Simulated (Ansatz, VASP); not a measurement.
# Two plane-wave programs on SrTiC

```
Sr Ti C
1.0
     3.10320    0.00000    0.00000
     0.00000    3.10320    0.00000
     0.00000    0.00000    5.59924
Sr Ti C
1 1 1
Direct
  0.50000 0.50000 0.00000
  0.00000 0.00000 0.50000
  0.50000 0.50000 0.50000
```

Alike in both runs: functional PBE; k mesh 14 × 14 × 8; occupations gaussian, width 0.1 eV; no spin polarisation.

Ansatz relaxed the structure, and its values are those at the end. VASP's run is a single point on that final structure, the one shown.

```csv
,VASP,Ansatz
version,VASP 6.6.1,Ansatz 0.2.0
potentials or method,"VASP PAW PBE potentials, release 64 (Sr_sv, Ti_sv, C), cutoff 520 eV","scalar-relativistic, plane waves, PAW"
valence electrons in the cell,26,26
```

```tsv
	VASP	Ansatz	Ansatz less VASP
gap on the k mesh at the Fermi level (eV)	none	none	-
pressure (GPa)	0.2	0.0	-0.23
```

A gap of «none» marks a metal or a gap that the smearing closes.
